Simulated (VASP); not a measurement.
Wanted: the native input for a VASP 6.6.1 run.

| Item | Value |
| --- | --- |
| Task | single point |
| Functional | LDA |
| Potentials or basis | VASP PAW LDA potentials, release 64 (Mg_sv, O) |
| Cutoff | 750 eV |
| k mesh | 9 × 9 × 6 |
| Occupations | gaussian, width 0.05 eV |
| Spin | no spin polarisation |
| Dipole correction | no |
| Mended | yes |
| Further INCAR settings | ALGO = Normal; EDIFF = 1e-06; NBANDS = 24 |

The structure of MgO lies in POSCAR:

```
MgO
1.0
    3.2544262524      0.0000000000      0.0000000000
   -1.6272131262      2.8184158093      0.0000000000
    0.0000000000      0.0000000000      5.1476234821
Mg O
2 2
Direct
    0.3333333333      0.6666666667      0.0021597400
    0.6666666667      0.3333333333      0.5021597400
    0.3333333333      0.6666666667      0.4024402600
    0.6666666667      0.3333333333      0.9024402600
```

This cell differs from its parent crystal: ratio of the length along z to the lengths across it x 1.05, volume and fractional coordinates fixed.

One way to write it, as run:

INCAR

```
PREC = Accurate
ENCUT = 750
EDIFF = 1E-6
ISMEAR = 0
SIGMA = 0.05
LREAL = F
LASPH = T
NELM = 120
ALGO = Normal
ISIF = 2
LWAVE = F
LCHARG = F
NBANDS = 24
GGA_COMPAT = F
```

KPOINTS

```
Automatic mesh
0
Gamma
  9 9 6
```

Potentials or basis: VASP PAW LDA potentials, release 64 (Mg_sv, O).

The run is started by

```bash
$ cat potpaw_LDA.64/Mg_sv/POTCAR potpaw_LDA.64/O/POTCAR > POTCAR
$ mpirun -np 1 vasp_std > vasp.out
```

It gave:

The pressure is -3.2 GPa. The largest force is 0.437 eV/Å and the band gap on the k mesh is 3.45 eV.

Caveat: the cell stands under tension; an odd mesh through Γ misses points on the zone boundary, where band edges can lie.

Run time: 38 s on 1 thread of Intel(R) Xeon(R) 6975P-C (Granite Rapids), with other jobs on the host, peak memory 0.21 GiB.
